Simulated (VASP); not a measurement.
**BaS: single point with PBE**

Crystal: BaS.

```xyz
2
Lattice="0.0000 3.1938 3.1938 3.1938 0.0000 3.1938 3.1938 3.1938 0.0000" Properties=species:S:1:pos:R:3 pbc="T T T"
Ba    0.0000    0.0000    0.0000
S     3.1938    3.1938    3.1938
```

| Quantity | Value |
| --- | --- |
| Program | VASP 6.6.1 |
| Task | single point |
| Functional | PBE |
| Potentials or basis | VASP PAW PBE potentials, release 64 (Ba_sv, S) |
| Cutoff | 520 eV |
| k mesh | 8 × 8 × 8 |
| Occupations | methfessel-paxton, width 0.1 eV |
| Spin | non-collinear spin, zero start, spin-orbit coupling |
| Starting moments | [[0.0, 0.0, 0.0], [0.0, 0.0, 0.0]] μB |
| Dipole correction | no |
| Further INCAR settings | ALGO = Normal; EDIFF = 1e-06; NBANDS = 28 |

* Pressure: 1.4 GPa
* Net moment: 0.00 μB per cell
* Valence electrons inside the program's atomic spheres: Ba 7.91; S 3.75

Moments on the atoms (μB; x, y, z):
```
Ba  0.00 0.00 0.00
S   0.00 0.00 0.00
```

Wall time 63 s on 1 thread of Intel(R) Xeon(R) 6975P-C (Granite Rapids) (shared host), peak memory 0.41 GiB.
